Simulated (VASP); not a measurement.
Set up this calculation in VASP 6.6.1, as the native input.

| Quantity | Value |
| --- | --- |
| Task | single point |
| Functional | LDA |
| Potentials or basis | VASP PAW LDA potentials, release 64 (Mg, O) |
| Cutoff | 520 eV |
| k mesh | 8 × 8 × 8 |
| Occupations | gaussian, width 0.02 eV |
| Spin | no spin polarisation |
| Dipole correction | no |
| Further INCAR settings | ALGO = Normal; EDIFF = 1e-06; NBANDS = 23 |

The structure of MgO2 lies in POSCAR:

```
MgO2
1.0
   -1.9472381470      1.9472381470      2.2762241748
    1.9472381470     -1.9472381470      2.2762241748
    1.9472381470      1.9472381470     -2.2762241748
Mg O
2 4
Direct
    0.2500000000      0.2500000000      0.0000000000
    0.7500000000      0.7500000000      0.0000000000
    0.1237137235      0.6237137235      0.7474274471
    0.6237137235      0.8762862765      0.5000000000
    0.8762862765      0.3762862765      0.2525725529
    0.3762862765      0.1237137235      0.5000000000
```

The input as run:

INCAR

```
ALGO = Normal
EDIFF = 1E-6
ENCUT = 520
GGA = CA
ISIF = 2
ISMEAR = 0
LASPH = T
LCHARG = F
LREAL = F
LWAVE = F
NBANDS = 23
NELM = 100
PREC = Accurate
SIGMA = 0.02
```

KPOINTS

```
k-points
0
Gamma
  8 8 8
```

Potentials or basis: VASP PAW LDA potentials, release 64 (Mg, O).

Command:

```console
$ cat potpaw_LDA.64/Mg/POTCAR potpaw_LDA.64/O/POTCAR > POTCAR
$ mpirun -np 1 vasp_std > vasp.out
```

Results of the run:

| Property | Result |
| --- | --- |
| Pressure | 130.2 GPa |
| Largest force | 0.422 eV/Å |
| Band gap on the k mesh | 4.15 eV (least direct gap 5.23 eV) |

Caveat: the cell stands under pressure.

Wall time 18 s on 1 thread of Intel(R) Xeon(R) 6975P-C (Granite Rapids) (shared host), peak memory 0.16 GiB.
